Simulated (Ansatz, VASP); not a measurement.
# Rh in VASP and in Ansatz

```
Rh
1.0
     0.00000    2.78133    2.78133
     2.78133    0.00000    2.78133
     2.78133    2.78133    0.00000
Rh
2
Cartesian
  0.6953 0.6953 0.6953
  4.8673 4.8673 4.8673
```

Alike in both runs: functional RPBE; k mesh 10 × 10 × 10; occupations fermi-dirac, width 0.1 eV; no spin polarisation.

Ansatz relaxed the structure, and its values are those at the end. VASP's run is a single point on that final structure, the one shown.

|  | VASP | Ansatz |
| --- | --- | --- |
| version | VASP 6.6.1 | Ansatz 0.2.0 |
| potentials or method | VASP PAW PBE potentials, release 64 (Rh_pv), cutoff 520 eV | plane waves (420 eV) with PAW, scalar-relativistic |
| valence electrons in the cell | 30 | 34 |

Ansatz gave:

| Property | Result |
| --- | --- |
| pressure (GPa) | 0.0 |

Task: What did VASP give for the same quantities?

Result: Pressure (GPa): 0.1.

VASP's potentials were made for PBE, not for RPBE. VASP's potentials hold 30 valence electrons a cell and Ansatz's 34, so a difference there can come from the potentials and not from the codes.
